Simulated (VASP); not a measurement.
# In (I4_1/amd) in VASP: a series of runs

In is run at these levels: PBE; tasks: relaxation of shape and atoms at fixed volume.

Everything below comes from runs of VASP 6.6.1. Logs are shortened: lines on timing, memory, paths and dates and some standing lists are left out, and cuts for length are marked.

## 1. The cell of the first run

Symmetry: I4_1/amd, No. 141, tetragonal system. Conventional cell: a = 4.767 Å, b = 4.767 Å, c = 2.531 Å, α = 90.00°, β = 90.00°, γ = 90.00°. Within 3.3 Å of In (site symmetry -4m2) lie 10 In at 2.47 to 3.05 Å.

## 2. Relaxation of shape and atoms at fixed volume, PBE

INCAR

```
PREC = Accurate
ENCUT = 600
EDIFF = 1E-7
ISMEAR = -1
SIGMA = 0.05
LREAL = F
LASPH = T
NELM = 100
ALGO = Normal
ISIF = 4
LWAVE = F
LCHARG = F
GGA = PE
IBRION = 2
NSW = 50
EDIFFG = -0.005
```

KPOINTS

```
regular mesh
0
Gamma
  13 13 13
```

POSCAR

```
In
1.0
   -2.3836970944      2.3836970944      1.2656197878
    2.3836970944     -2.3836970944      1.2656197878
    2.3836970944      2.3836970944     -1.2656197878
In
2
Direct
   -0.3750000000     -0.1250000000     -0.2500000000
    0.3750000000      0.1250000000      0.2500000000
```

Potentials or basis: VASP PAW PBE potentials, release 64 (In_d).

On the command line:

```bash
> cat potpaw_PBE.64/In_d/POTCAR > POTCAR
> mpirun -np 1 vasp_std > vasp.out
```

OUTCAR:

```text
PREC = Accurate
   ENCUT = 600
   EDIFF = 1E-7
   ISMEAR = -1
   LREAL = F
   LASPH = T
   NELM = 100
   ISIF = 4
   GGA = PE
   IBRION = 2
   NSW = 50
   EDIFFG = -0.005

 ion  position               nearest neighbor table
   1  0.625  0.875  0.750-   2 2.47   2 2.47   2 2.47   2 2.47   2 3.05   2 3.05   2 3.05   2 3.05
                             2 3.96   2 3.96
   2  0.375  0.125  0.250-   1 2.47   1 2.47   1 2.47   1 2.47   1 3.05   1 3.05   1 3.05   1 3.05
                             1 3.96   1 3.96

  LATTYP: Found a body centered tetragonal cell.
 ALAT       =     4.7673941888
 C/A-ratio  =     0.5309482445

  Lattice vectors:

 A1 = (  -2.3836970944,   2.3836970944,   1.2656197878)
 A2 = (   2.3836970944,  -2.3836970944,   1.2656197878)
 A3 = (   2.3836970944,   2.3836970944,  -1.2656197878)

Analysis of symmetry for initial positions (statically):
=====================================================================
 Subroutine PRICEL returns:
 Original cell was already a primitive cell.

 Routine SETGRP: Setting up the symmetry group for a
 body centered tetragonal supercell.

 Subroutine GETGRP returns: Found 16 space group operations
 (whereof  4 operations were pure point group operations)
 out of a pool of 16 trial point group operations.

The static configuration has the point symmetry C_2h.
 The point group associated with its full space group is D_4h.

Analysis of symmetry for dynamics (positions and initial velocities):
=====================================================================
 Subroutine PRICEL returns:
 Original cell was already a primitive cell.

 Routine SETGRP: Setting up the symmetry group for a
 body centered tetragonal supercell.

 Subroutine GETGRP returns: Found 16 space group operations
 (whereof  4 operations were pure point group operations)
 out of a pool of 16 trial point group operations.

The dynamic configuration has the point symmetry C_2h.
 The point group associated with its full space group is D_4h.

 Subroutine INISYM returns: Found 16 space group operations
 (whereof  4 operations are pure point group operations),
 and found     1 'primitive' translations

----------------------------------------------------------------------------------------

                                     Primitive cell

  volume of cell :      28.7651

  direct lattice vectors                    reciprocal lattice vectors
    -2.383697094  2.383697094  1.265619788     0.000000000  0.209758195  0.395063355
     2.383697094 -2.383697094  1.265619788     0.209758195  0.000000000  0.395063355
     2.383697094  2.383697094 -1.265619788     0.209758195  0.209758195  0.000000000

  length of vectors
     3.600807843  3.600807843  3.600807843     0.447295825  0.447295825  0.296642884

  position of ions in fractional coordinates (direct lattice)
     0.625000000  0.875000000  0.750000000
     0.375000000  0.125000000  0.250000000

  ion indices of the primitive-cell ions
   primitive index   ion index
                 1           1
                 2           2

----------------------------------------------------------------------------------------

 KPOINTS: regular mesh

Automatic generation of k-mesh.
 Grid dimensions read from file:
 generate k-points for:   13   13   13

 Generating k-lattice:

  Cartesian coordinates                     Fractional coordinates (reciprocal lattice)
     0.000000000  0.016135246  0.030389489     0.076923077  0.000000000  0.000000000
     0.016135246  0.000000000  0.030389489     0.000000000  0.076923077  0.000000000
     0.016135246  0.016135246  0.000000000     0.000000000  0.000000000  0.076923077

  Length of vectors
     0.034407371  0.034407371  0.022818683

  Shift w.r.t. Gamma in fractional coordinates (k-lattice)
     0.000000000  0.000000000  0.000000000

 Subroutine IBZKPT returns following result:
 ===========================================

 Found    196 irreducible k-points:

 Following reciprocal coordinates:
            Coordinates               Weight
  0.000000  0.000000  0.000000      1.000000
  0.076923  0.000000  0.000000      8.000000
  0.153846  0.000000 -0.000000      8.000000
  0.230769 -0.000000  0.000000      8.000000
  0.307692  0.000000 -0.000000      8.000000
  0.384615 -0.000000  0.000000      8.000000
[... 16 lines left out ...]
  0.384615  0.153846  0.000000     16.000000
  0.461538  0.153846 -0.000000     16.000000
 [... further k-points ...]
   k-points           NKPTS =    196   k-points in BZ     NKDIM =    196   number of bands    NBANDS=     17
   number of dos      NEDOS =    301   number of ions     NIONS =      2
   total plane-waves  NPLWV =  27000
   dimension x,y,z NGX =    30 NGY =   30 NGZ =   30
   dimension x,y,z NGXF=    60 NGYF=   60 NGZF=   60
   ions per type =               2
   NGX,Y,Z   is equivalent  to a cutoff of  13.85, 13.85, 13.85 a.u.
   NGXF,Y,Z  is equivalent  to a cutoff of  27.70, 27.70, 27.70 a.u.
 SYSTEM =  unknown system
   PREC   = accura    normal or accurate (medium, high low for compatibility)
   ISTART =      0    job   : 0-new  1-cont  2-samecut
   ICHARG =      2    charge: 1-file 2-atom 10-const
   ISPIN  =      1    spin polarized calculation?
   LNONCOLLINEAR =      F non collinear calculations
   LSORBIT =      F    spin-orbit coupling
   LASPH  =      T    aspherical Exc in radial PAW
   ENCUT  =  600.0 eV  44.10 Ry    6.64 a.u.   7.19  7.19  7.19*2*pi/ulx,y,z
   NELM   =    100;   NELMIN=  2; NELMDL= -5     # of ELM steps
   EDIFF  = 0.1E-06   stopping-criterion for ELM
   LREAL  =      F    real-space projection
   EDIFFG = -.5E-02   stopping-criterion for IOM
   NSW    =     50    number of steps for IOM
   IBRION =      2    ionic relax: 0-MD 1-quasi-New 2-CG
   NFREE  =      1    steps in history (QN), initial steepest desc. (CG)
   ISIF   =      4    stress and relaxation
   ISYM   =      2    0-nonsym 1-usesym 2-fastsym
   POTIM  = 0.5000    time-step for ionic-motion
   TEBEG  =    0.0;   TEEND  =   0.0 temperature during run
   PSTRESS=    0.0 pullay stress
   NELECT =      26.0000    total number of electrons
   NUPDOWN=      -1.0000    fix difference up-down
   EMIN   =  10.00;   EMAX   =-10.00  energy-range for DOS
   EFERMI =   0.00;   METHOD = LEGACY
   ISMEAR =    -1;   SIGMA  =   0.05  broadening in eV -4-tet -1-fermi 0-gaus
   EFERMI_NEDOS =   21; number of points for ismear=-14 and -15
   IALGO  =     38    algorithm
   IMIX   =      4    mixing-type and parameters
     AMIX     =   0.40;   BMIX     =  1.00
     AMIX_MAG =   1.60;   BMIX_MAG =  1.00
  volume/ion in A,a.u.               =      14.38        97.06
  Fermi-wavevector in a.u.,A,eV,Ry     =   1.582866  2.991183 34.088918  2.505465
  Thomas-Fermi vector in A             =   2.682724
   LORBIT       =      0    0 simple, 1 ext, 2 COOP (PROOUT), +10 PAW based schemes
   GGA     = PE    functional components
   LHFCALC =     F    Hartree Fock is set to
   AEXX    =    0.0000 exact exchange contribution
   IVDW    =     0    specifies the selected vdW correction
   LEPSILON=     F    determine dielectric tensor
   LRPA    =     F    only Hartree local field effects (RPA)
 conjugate gradient relaxation of ions
 non-spin polarized calculation
  energy-cutoff  :      600.00
  volume of cell :       28.77
 maximum number of plane-waves:       981
 NGX is ok and might be reduce to    30
   NGX = 15   NGY = 15   NGZ = 15

--------------------------------------- Ionic step        1  -------------------------------------------

 number of electron      26.0000011 magnetization

 Free energy of the ion-electron system (eV)
  ---------------------------------------------------
  ext. energy  EPLUGINS =         0.00000000
  ---------------------------------------------------
  free energy    TOTEN  =         1.15041985 eV

  energy without entropy =        1.15694855  energy(sigma->0) =        1.15368420

------------------------ aborting loop because EDIFF is reached ----------------------------------------

  FORCE on cell =-STRESS in cart. coord.  units (eV):
  Direction    XX          YY          ZZ          XY          YZ          ZX
  --------------------------------------------------------------------------------------
  -------------------------------------------------------------------------------------
  Total       24.9166719     24.9166719     24.5422511      0.0000000      0.0000000     -0.0000000
  in kB     1387.8266883   1387.8266883   1366.9719245      0.0000000      0.0000000     -0.0000000
  external PRESSURE =    1380.8751004 kB  Pullay stress =       0.0000000 kB
[... 57 lines left out ...]
  energy  without entropy=        1.1574108621  energy(sigma->0) =        1.15420443

--------------------------------------- Ionic step        3  -------------------------------------------

 number of electron      26.0000009 magnetization

 Free energy of the ion-electron system (eV)
  ---------------------------------------------------
  ext. energy  EPLUGINS =         0.00000000
  ---------------------------------------------------
  free energy    TOTEN  =         1.14996744 eV

  energy without entropy =        1.15648273  energy(sigma->0) =        1.15322509

 E-fermi :  16.8847     XC(G=0): -13.4132

 val. band max:       16.8691520573   @ k =  -0.2308  -0.2308   0.2308
 cond. band min:      16.8881773951   @ k =   0.3846  -0.0000   0.0000
 fundamental gap:      0.0190253378
 Fermi energy:        16.8847489441

 k-point     1 :       0.0000    0.0000    0.0000
  band No.  band energies     occupation
      1      -0.9177      2.00000
      2      -0.7008      2.00000
      3      -0.4307      2.00000
      4      -0.4124      2.00000
      5       1.3232      2.00000
      6       1.3232      2.00000
[... 9 lines left out ...]
     16      28.1277      0.00000
     17      28.1277      0.00000
[... 443 lines left out ...]
      1      -0.5541      2.00000
      2      -0.2658      2.00000
      3      -0.1095      2.00000
      4       0.2083      2.00000
      5       0.6140      2.00000
      6       0.7677      2.00000
[... 9 lines left out ...]
     16      22.9206      0.00000
     17      25.0230      0.00000

 [... further k-points ...]

------------------------ aborting loop because EDIFF is reached ----------------------------------------

  FORCE on cell =-STRESS in cart. coord.  units (eV):
  Direction    XX          YY          ZZ          XY          YZ          ZX
  --------------------------------------------------------------------------------------
  -------------------------------------------------------------------------------------
  Total       24.7921594     24.7921594     24.7932290      0.0000000     -0.0000000      0.0000000
  in kB     1380.8914975   1380.8914975   1380.9510758      0.0000000     -0.0000000      0.0000000
  external PRESSURE =    1380.9113569 kB  Pullay stress =       0.0000000 kB
[... 17 lines left out ...]
  FREE ENERGIE OF THE ION-ELECTRON SYSTEM (eV)
  ---------------------------------------------------
  free  energy   TOTEN  =         1.1499674404 eV

  energy  without entropy=        1.1564827323  energy(sigma->0) =        1.15322509

 reached required accuracy - stopping structural energy minimisation
```

It took 2.1 min on 1 thread of Intel Xeon 6975P-C (Granite Rapids), shared host; peak memory 0.24 GiB.

What came out:

| Quantity | Value |
| --- | --- |
| Free energy | 1.1500 eV |
| Energy gained by relaxing | 0.2 meV/atom |
| Ionic steps | 3 |
| Pressure after relaxing | 138.1 GPa |
| Band gap on the k mesh | zero (bands 13 and 14 overlap by 9.65 eV) |

The path:
| step | energy change (eV) | largest force (eV/Å) | pressure (GPa) | volume (Å³) |
| --- | --- | --- | --- | --- |
| 1 | 0.0000 | 0.0000 | 138.09 | 28.77 |
| 2 | 0.0006 | 0.0000 | 138.09 | 28.77 |
| 3 | -0.0005 | 0.0000 | 138.09 | 28.77 |

Final structure:
```xyz
2
Lattice="-2.3866 2.3866 1.2626 2.3866 -2.3866 1.2626 2.3866 2.3866 -1.2626" Properties=species:S:1:pos:R:3 pbc="T T T"
In    2.3866    1.1933    0.9469
In    0.0000    1.1933    0.3156
```

Caveat: spin-orbit coupling is left out, which moves the levels of the heavy elements.

## 3. Relaxation of shape and atoms at fixed volume, PBE

This run uses another cell than the first one, of 16.68 Å³/atom.

INCAR

```
  PREC = Accurate
  ENCUT = 600
  EDIFF = 1E-7
  ISMEAR = -1
  SIGMA = 0.05
  LREAL = False
  LASPH = True
  NELM = 60
  ALGO = Normal
  ISIF = 4
  LWAVE = False
  LCHARG = False
  GGA = PE
  IBRION = 2
  NSW = 50
  EDIFFG = -0.005
```

KPOINTS is that of step 2.

POSCAR

```
In
1.0
   -2.5045924294      2.5045924294      1.3298089537
    2.5045924294     -2.5045924294      1.3298089537
    2.5045924294      2.5045924294     -1.3298089537
In
2
Direct
   -0.3750000000     -0.1250000000     -0.2500000000
    0.3750000000      0.1250000000      0.2500000000
```

Potentials or basis: VASP PAW PBE potentials, release 64 (In_d).

On the command line:

```bash
> cat potpaw_PBE.64/In_d/POTCAR > POTCAR
> mpirun -np 1 vasp_std > vasp.out
```

Run time: 2.2 min. Hardware: 1 thread of Intel Xeon 6975P-C (Granite Rapids), shared host; peak memory 0.25 GiB.

It converged, with:

* Free energy: -1.7986 eV
* Energy gained by relaxing: 0.2 meV/atom
* Ionic steps: 3
* Pressure after relaxing: 74.2 GPa
* Band gap on the k mesh: zero (bands 13 and 14 overlap by 9.14 eV)

The path:
```tsv
step	energy change (eV)	largest force (eV/Å)	pressure (GPa)	volume (Å³)
1	0.0000	0.0000	74.19	33.37
2	0.0001	0.0000	74.20	33.37
3	-0.0004	0.0000	74.19	33.37
```

Final structure:
```cif
data_structure
_symmetry_space_group_name_H-M 'P 1'
_symmetry_Int_Tables_number 1
_cell_length_a 3.7863
_cell_length_b 3.7863
_cell_length_c 3.7863
_cell_angle_alpha 97.051
_cell_angle_beta 97.051
_cell_angle_gamma 138.980
_cell_volume 33.37
loop_
_atom_site_label
_atom_site_type_symbol
_atom_site_fract_x
_atom_site_fract_y
_atom_site_fract_z
_atom_site_occupancy
In1 In 0.62500 0.87500 0.75000 1
In2 In 0.37500 0.12500 0.25000 1
```

Levels at points of the mesh, in eV from the Fermi level:
```csv
k point,band 10,band 11,band 12,band 13,band 14,band 15,band 16,band 17
"(0.00, 0.00, 0.00)",-14.21,-13.38,-1.32,-1.32,1.76,4.45,10.68,10.68
```

Caveat: spin-orbit coupling is left out, which moves the levels of the heavy elements.

The gap in the log of VASP goes by the Fermi energy; the results here count the filled bands.